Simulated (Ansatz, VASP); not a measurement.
# BP: VASP beside Ansatz

```
B P
1.0
     0.00000    2.26607    2.26607
     2.26607    0.00000    2.26607
     2.26607    2.26607    0.00000
B P
1 1
Direct
  0.00000 0.00000 0.00000
  0.25000 0.25000 0.25000
```

Alike in both runs: task single point; functional PBE; k mesh 8 × 8 × 8; occupations gaussian, width 0.1 eV; no spin polarisation.

```csv
,VASP,Ansatz
version,VASP 6.6.1,Ansatz 0.2.0
potentials or method,"VASP PAW PBE potentials, release 64 (B, P), cutoff 500 eV","scalar-relativistic, plane waves, PAW"
valence electrons in the cell,8,8
```

Ansatz gave:

- gap on the k mesh at the Fermi level (eV): 1.27
- least direct gap on the mesh (eV): 3.41
- pressure (GPa): 1.8

Question: Estimate VASP's values.

Answer: gap on the k mesh at the Fermi level (eV): 1.26; least direct gap on the mesh (eV): 3.41; pressure (GPa): 1.6.
